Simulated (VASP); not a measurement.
# PtS2 (P-3m1) in VASP: further runs, part 2 of 2

VASP 6.6.1.

### Step 4. Single point, PBEsol

This run uses another cell than the first one, of 19.17 Å³/atom, 1.050 times its volume.

INCAR

```
  PREC = Accurate
  ENCUT = 520
  EDIFF = 1E-7
  ISMEAR = 1
  SIGMA = 0.1
  LREAL = F
  LASPH = T
  NELM = 100
  ALGO = Normal
  ISIF = 2
  LWAVE = F
  LCHARG = F
  GGA = PS
  NBANDS = 18
```

KPOINTS

```
Automatic mesh
0
Gamma
  9 9 6
```

POSCAR

```
PtS2
1.0
    3.6012955715      0.0000000000      0.0000000000
   -1.8006477857      3.1188122209      0.0000000000
    0.0000000000      0.0000000000      5.1214179627
Pt S
1 2
Direct
    0.0000000000      0.0000000000      0.0000000000
    0.3333333333      0.6666666667      0.2270000000
    0.6666666667      0.3333333333      0.7730000000
```

Potentials or basis: VASP PAW PBE potentials, release 64 (Pt, S).

Command:

```
> cat potpaw_PBE.64/Pt/POTCAR potpaw_PBE.64/S/POTCAR > POTCAR
> mpirun -np 1 vasp_std > vasp.out
```

OUTCAR:

```text
PREC = Accurate
   ENCUT = 520
   EDIFF = 1E-7
   ISMEAR = 1
   LREAL = F
   LASPH = T
   NELM = 100
   ISIF = 2
   GGA = PS

 ion  position               nearest neighbor table
   1  0.000  0.000  0.000-   2 2.38   3 2.38   3 2.38   2 2.38   3 2.38   2 2.38
   2  0.333  0.667  0.227-   1 2.38   1 2.38   1 2.38
   3  0.667  0.333  0.773-   1 2.38   1 2.38   1 2.38

  LATTYP: Found a hexagonal cell.
 ALAT       =     3.6012955715
 C/A-ratio  =     1.4221043125

  Lattice vectors:

 A1 = (   3.6012955715,   0.0000000000,   0.0000000000)
 A2 = (  -1.8006477857,   3.1188122209,   0.0000000000)
 A3 = (   0.0000000000,   0.0000000000,   5.1214179627)

Analysis of symmetry for initial positions (statically):
=====================================================================
 Subroutine PRICEL returns:
 Original cell was already a primitive cell.

 Routine SETGRP: Setting up the symmetry group for a
 hexagonal supercell.

 Subroutine GETGRP returns: Found 12 space group operations
[... 161 lines left out ...]
  ---------------------------------------------------
  ext. energy  EPLUGINS =         0.00000000
  ---------------------------------------------------
  free energy    TOTEN  =       -16.97078536 eV

  energy without entropy =      -16.97114581  energy(sigma->0) =      -16.97090551

 E-fermi :   6.0278     XC(G=0): -10.5284

 val. band max:        5.9585483208   @ k =   0.0000   0.2222   0.1667
 cond. band min:       6.8262524341   @ k =   0.0000   0.3333   0.3333
 fundamental gap:      0.8677041133
 Fermi energy:         6.0278049654

 k-point     1 :       0.0000    0.0000    0.0000
  band No.  band energies     occupation
      1      -9.1518      2.00000
      2      -6.1671      2.00000
      3      -0.6737      2.00000
      4      -0.6737      2.00000
      5      -0.5827      2.00000
      6       2.2551      2.00000
[... 481 lines left out ...]
      5       0.5437      2.00000
      6       0.9947      2.00000
[... 10 lines left out ...]
     17      14.3662      0.00000
     18      16.2222      0.00000

 [... further k-points ...]
[... 5 lines left out ...]
  --------------------------------------------------------------------------------------
  -------------------------------------------------------------------------------------
  Total       -0.7797488     -0.7797482      0.2149605     -0.0000000      0.0000000      0.0000000
  in kB      -21.7183627    -21.7183456      5.9873001     -0.0000000      0.0000000      0.0000000
  external PRESSURE =     -12.4831360 kB  Pullay stress =       0.0000000 kB

 VOLUME and BASIS-vectors are now :
 -----------------------------------------------------------------------------
  energy-cutoff  :      520.00
  volume of cell :       57.52
      direct lattice vectors                 reciprocal lattice vectors
     3.601295572  0.000000000  0.000000000     0.277677847  0.160317443  0.000000000
    -1.800647786  3.118812221  0.000000000     0.000000000  0.320634886  0.000000000
     0.000000000  0.000000000  5.121417963     0.000000000  0.000000000  0.195258424

 POSITION                                       TOTAL-FORCE (eV/Angst)
 -----------------------------------------------------------------------------------
      0.00000      0.00000      0.00000         0.000000      0.000000      0.000000
     -0.00000      2.07921      1.16256         0.000000     -0.000000      0.231923
      1.80065      1.03960      3.95886        -0.000000      0.000000     -0.231923
 -----------------------------------------------------------------------------------
    total drift:                                0.000000     -0.000000      0.000000

  FREE ENERGIE OF THE ION-ELECTRON SYSTEM (eV)
  ---------------------------------------------------
  free  energy   TOTEN  =       -16.9707853627 eV

  energy  without entropy=      -16.9711458118  energy(sigma->0) =      -16.97090551
```

Run time: 31 s. Hardware: 1 thread of Intel Xeon 6975P-C (Granite Rapids), shared host; peak memory 0.21 GiB.

What came out:

* Free energy: -16.9708 eV
* Pressure: -1.2 GPa
* Largest force: 0.232 eV/Å
* Band gap on the k mesh: 0.87 eV, indirect (least direct gap 1.02 eV)

Forces on the atoms (eV/Å):
```
Pt   0.000  0.000  0.000
S    0.000  0.000  0.232
S    0.000  0.000 -0.232
```

Caveat: the PAW data sets were made with another functional, which shifts forces and pressure a little; spin-orbit coupling is left out, which moves the levels of the heavy elements. A k mesh can miss the band edges.

### Step 5. Single point, PBEsol

This run uses another cell than the first one, of 19.63 Å³/atom, 1.075 times its volume.

INCAR

```
SYSTEM = PtS2
PREC = Accurate ; ENCUT = 520
EDIFF = 1E-6 ; ISMEAR = 1
SIGMA = 0.1 ; LREAL = .False.
LASPH = .True. ; NELM = 60
ALGO = Normal ; ISIF = 2
LWAVE = .False. ; LCHARG = .False.
GGA = PS ; NBANDS = 18
```

KPOINTS

```
Automatic mesh
0
Gamma
  9 9 6
  0 0 0
```

POSCAR

```
PtS2
1.0
    3.6296533971      0.0000000000      0.0000000000
   -1.8148266985      3.1433708086      0.0000000000
    0.0000000000      0.0000000000      5.1617457488
Pt S
1 2
Direct
    0.0000000000      0.0000000000      0.0000000000
    0.3333333333      0.6666666667      0.2270000000
    0.6666666667      0.3333333333      0.7730000000
```

Command:

```
> cat potpaw_PBE.64/Pt/POTCAR potpaw_PBE.64/S/POTCAR > POTCAR
> mpirun -np 1 vasp_std > vasp.out
```

Run time: 30 s. Hardware: 1 thread of Intel Xeon 6975P-C (Granite Rapids), shared host; peak memory 0.22 GiB.

The run converged. Its results:

```
Free energy            : -16.9477 eV
Pressure               : -4.2 GPa
Largest force          : 0.068 eV/Å
Band gap on the k mesh : 0.83 eV, indirect (least direct gap 1.00 eV)
```

Forces on the atoms (eV/Å):
```
Pt   0.000  0.000  0.000
S    0.000  0.000 -0.068
S    0.000  0.000  0.068
```

Stress tensor (GPa, compression positive):
```
-5.57  0.00  0.00
 0.00 -5.57  0.00
 0.00  0.00 -1.46
```

Levels at points of the mesh, in eV from the valence-band top:
```csv
k point,band 8,band 9,band 10,band 11,band 12,band 13,band 14,band 15
"(0.00, 0.00, 0.00)",-1.66,-1.04,-1.04,-0.05,2.26,2.26,4.76,5.06
"(0.00, 0.00, 0.50)",-2.25,-1.21,-1.21,-0.98,2.66,2.66,5.46,6.71
```

Caveat: the PAW data sets were made with another functional, which shifts forces and pressure a little; spin-orbit coupling is left out, which moves the levels of the heavy elements. A k mesh can miss the band edges.

### Step 6. Single point, PBEsol

This run uses another cell than the first one, of 20.09 Å³/atom, 1.100 times its volume.

INCAR

```
SYSTEM = PtS2
PREC = Accurate ; ENCUT = 520
EDIFF = 1E-7 ; ISMEAR = 1
SIGMA = 0.1 ; LREAL = .FALSE.
LASPH = .TRUE. ; NELM = 60
ALGO = Normal ; ISIF = 2
LWAVE = .FALSE. ; LCHARG = .FALSE.
GGA = PS ; NBANDS = 18
```

KPOINTS

```
regular mesh
0
G
  9 9 6
  0 0 0
```

POSCAR

```
PtS2
1.0
    3.6575749051      0.0000000000      0.0000000000
   -1.8287874525      3.1675515343      0.0000000000
    0.0000000000      0.0000000000      5.2014530458
Pt S
1 2
Direct
    0.0000000000      0.0000000000      0.0000000000
    0.3333333333      0.6666666667      0.2270000000
    0.6666666667      0.3333333333      0.7730000000
```

Potentials or basis: VASP PAW PBE potentials, release 64 (Pt, S).

Command:

```
> cat potpaw_PBE.64/Pt/POTCAR potpaw_PBE.64/S/POTCAR > POTCAR
> mpirun -np 1 vasp_std > vasp.out
```

Run time: 27 s. Hardware: 1 thread of Intel Xeon 6975P-C (Granite Rapids), shared host; peak memory 0.22 GiB.

The run converged. Its results:

- Free energy: -16.9010 eV
- Pressure: -6.8 GPa
- Largest force: 0.338 eV/Å
- Band gap on the k mesh: 0.79 eV, indirect (least direct gap 0.98 eV)

Forces in eV/Å, atoms in the order of the input:
```
Pt   0.000  0.000  0.000
S    0.000  0.000 -0.338
S    0.000  0.000  0.338
```

Stress tensor (GPa, compression positive):
```
-8.55  0.00  0.00
 0.00 -8.55  0.00
 0.00  0.00 -3.28
```

Levels at points of the mesh, in eV from the valence-band top:
```
           k point  band 7  band 8  band 9  band 10  band 11  band 12  band 13  band 14  band 15  band 16
(0.00, 0.00, 0.00)   -3.46   -1.62   -1.02    -1.02    -0.04     2.19     2.19     4.79     4.89     7.88
(0.00, 0.00, 0.50)   -3.48   -2.18   -1.18    -1.18    -1.00     2.57     2.57     5.47     6.53     7.57
```

Caveat: the PAW data sets were made with another functional, which shifts forces and pressure a little; spin-orbit coupling is left out, which moves the levels of the heavy elements. A k mesh can miss the band edges.

### Step 7. The runs side by side

```csv
cell,gap on the mesh (eV),pressure (GPa),largest force (eV/Å)
"a = 3.543, b = 3.543, c = 5.039 Å, angles 90.0, 90.0, 120.0°, 3 atoms",0.93,6.1,0.93
"a = 3.572, b = 3.572, c = 5.080 Å, angles 90.0, 90.0, 120.0°, 3 atoms",0.90,2.2,0.56
"a = 3.601, b = 3.601, c = 5.121 Å, angles 90.0, 90.0, 120.0°, 3 atoms",0.87,-1.2,0.23
"a = 3.630, b = 3.630, c = 5.162 Å, angles 90.0, 90.0, 120.0°, 3 atoms",0.83,-4.2,0.07
"a = 3.658, b = 3.658, c = 5.201 Å, angles 90.0, 90.0, 120.0°, 3 atoms",0.79,-6.8,0.34
```

Alike in all rows: task single point; level PBEsol; potentials or basis VASP PAW PBE potentials, release 64 (Pt, S); no spin polarisation; k mesh 9 × 9 × 6; cutoff (eV) 520; smearing methfessel-paxton 0.1 eV.

Caveats: the PAW data sets were made with another functional, which shifts forces and pressure a little; spin-orbit coupling is left out, which moves the levels of the heavy elements.

Absolute energies hang on the potentials; compare differences alone.
